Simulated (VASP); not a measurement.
Input of a VASP 6.6.1 run:

Contents of INCAR:

```
SYSTEM = Si25O47
  PREC = Accurate
  ENCUT = 520
  EDIFF = 1E-6
  ISMEAR = -1
  SIGMA = 0.05
  LREAL = Auto
  LASPH = .TRUE.
  NELM = 200
  ALGO = Normal
  ISIF = 2
  LWAVE = .FALSE.
  LCHARG = .TRUE.
  ISPIN = 2
  MAGMOM = 0 0 0 0 0 0 0 0 0 0 0 0 0.333 0 0 0 0 0.333 0 0 0 0 0 0 0.333 0 0 0 0 0 0 0 0 0 0 0 0 0 0 0 0 0 0 0 0 0 0 0 0 0 0 0 0 0 0 0 0 0 0 0 0 0 0 0 0 0 0 0 0 0 0 0
  LORBIT = 11
  GGA = PS
  LELF = .TRUE.
  LVHAR = .TRUE.
  NELECT = 379.0
  ISYM = 0
  NBANDS = 237
  GGA_COMPAT = .FALSE.
  NCORE = 4
```

The input KPOINTS:

```
Automatic mesh
0
Gamma
  1 1 1
  0.25 0.25 0.25
```

The input POSCAR:

```
Si25O47
1.0
    9.9016390000      0.0000000000      0.0000000000
   -4.9508190000      8.5750710000      0.0000000000
    0.0000000000      0.0000000000     10.8858800000
Si O
25 47
Direct
    0.2433680000      0.0098500000      0.1620950000
    0.2480150000      0.0125730000      0.6672360000
    0.2244800000      0.5048180000      0.1550070000
    0.2017620000      0.5008480000      0.6871280000
    0.7401820000      0.9992630000      0.1811770000
    0.7208720000      0.9847340000      0.6753940000
    0.7598440000      0.5128050000      0.1504180000
    0.7400510000      0.4774710000      0.6630230000
    0.0208560000      0.2392860000      0.3297020000
    0.9896180000      0.2162850000      0.8444970000
    0.0086200000      0.7440810000      0.3322350000
    0.9977230000      0.7582550000      0.8238610000
    0.5812070000      0.1896560000      0.2505160000
    0.4989690000      0.2272590000      0.8431860000
    0.4783120000      0.7291440000      0.3398550000
    0.4810570000      0.7312730000      0.8400520000
    0.2670810000      0.2710880000      0.9990060000
    0.2696240000      0.2943710000      0.5083150000
    0.2435710000      0.7630900000      0.9925330000
    0.2513810000      0.7594450000      0.5144290000
    0.7663630000      0.2635060000      0.0085790000
    0.7779900000      0.2484820000      0.4965690000
    0.7531080000      0.7669250000      0.9944030000
    0.7558580000      0.7494850000      0.5000150000
    0.5399120000      0.4611060000      0.4399270000
    0.2246520000      0.1553100000      0.1171660000
    0.2518740000      0.1635490000      0.6031420000
    0.1847250000      0.6337490000      0.1024920000
    0.1770420000      0.6369990000      0.6274640000
    0.6934090000      0.1459140000      0.1438810000
    0.7030550000      0.1147680000      0.5998230000
    0.7107400000      0.6349330000      0.1003520000
    0.6676170000      0.5696400000      0.5690810000
    0.4000150000      0.0638920000      0.2472750000
    0.3684090000      0.0673530000      0.7814720000
    0.3634330000      0.5821650000      0.2591650000
    0.3460790000      0.5690420000      0.7822030000
    0.8911530000      0.0751010000      0.2675590000
    0.8607220000      0.0598250000      0.7746390000
    0.8817460000      0.5876610000      0.2622350000
    0.8638050000      0.6068260000      0.7503240000
    0.4306540000      0.3026810000      0.9388380000
    0.4085340000      0.7662590000      0.4587440000
    0.4116790000      0.7924610000      0.9469990000
    0.9430540000      0.2772380000      0.4461500000
    0.9084550000      0.2418540000      0.9671920000
    0.9125200000      0.7863250000      0.4347630000
    0.9175350000      0.8087440000      0.9313690000
    0.1672730000      0.2250740000      0.3841800000
    0.1329020000      0.1962070000      0.8928910000
    0.1279250000      0.7049080000      0.4018320000
    0.1165640000      0.7073910000      0.8819150000
    0.6556910000      0.1970270000      0.3818880000
    0.6231900000      0.1919200000      0.9144410000
    0.5977010000      0.6633870000      0.4009520000
    0.6167300000      0.7011320000      0.8927440000
    0.0715280000      0.3712180000      0.2251940000
    0.0452030000      0.3653310000      0.7529870000
    0.0924890000      0.8924870000      0.2423840000
    0.0757620000      0.8943520000      0.7207170000
    0.6057170000      0.3553150000      0.2034730000
    0.5873910000      0.3492370000      0.7308850000
    0.5892320000      0.8837120000      0.2622310000
    0.5546940000      0.8642020000      0.7337370000
    0.2839490000      0.4338590000      0.0479600000
    0.2479310000      0.4283500000      0.5702820000
    0.2661170000      0.9262000000      0.0435440000
    0.2981310000      0.9318620000      0.5611100000
    0.8249760000      0.4419160000      0.0456680000
    0.8037010000      0.4095850000      0.5578980000
    0.7620300000      0.9208290000      0.0604520000
    0.7659800000      0.8881440000      0.5755970000
```

Potentials or basis: VASP PAW PBE potentials, release 64 (Si, O).

Run with:

```sh
$ cat potpaw_PBE.64/Si/POTCAR potpaw_PBE.64/O/POTCAR > POTCAR
$ mpirun -np 4 vasp_std > vasp.out
```

(1) What does it give for the largest force?

(2) Estimate the net moment.

(3) Predict the site moments.

Answers

(1) 0.094 eV/Å.

(2) 1.00 μB per cell.

(3) Si -0.00, +0.00, +0.07, +0.27 (each value once); O +0.00, +0.01, -0.00, +0.03, +0.02, +0.04 (each value once) μB.

Caveat: the cell carries a net charge on a neutralising background, which shifts energy and pressure; the PAW data sets were made with another functional, which shifts forces and pressure a little.
